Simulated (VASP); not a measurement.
## Rh: single point with LDA

Crystal: Rh.

```
CELL_PARAMETERS angstrom
2.65744 0.00000 0.00000
-1.32872 2.30141 0.00000
0.00000 0.00000 8.65948
ATOMIC_POSITIONS crystal
Rh 0.00000 0.00000 0.00000
Rh 0.33333 0.66667 0.25000
Rh 0.00000 0.00000 0.50000
Rh 0.66667 0.33333 0.75000
```

- Program: VASP 6.6.1
- Task: single point
- Functional: LDA
- Potentials or basis: VASP PAW LDA potentials, release 64 (Rh_sv_GW)
- Cutoff: 530 eV
- k mesh: 12 × 12 × 2
- Occupations: gaussian, width 0.1 eV
- Spin: no spin polarisation

| Quantity | Value |
| --- | --- |
| Pressure | -2.0 GPa |
| Band gap on the k mesh | zero (band 34 reaches 12.18 eV, above the bottom of band 35 at 10.04 eV) |

Levels at points of the mesh, in eV from the Fermi level:
```csv
k point,band 32,band 33,band 34,band 35,band 36,band 37
"(0.00, 0.00, 0.00)",-1.55,-1.55,-0.95,-0.95,-0.37,-0.37
"(0.50, 0.00, 0.00)",0.64,0.69,0.89,0.89,0.92,1.17
"(0.00, 0.00, 0.50)",-1.25,-1.22,-1.22,-1.22,-1.22,0.07
"(0.50, 0.00, 0.50)",-0.13,0.62,0.62,0.86,0.86,2.95
```

Run time: 66 s on 1 thread of AMD EPYC 9R14 (Zen 4) (shared host), peak memory 0.17 GiB.

Caveat: the k points lie up to 0.36 Å⁻¹ apart.
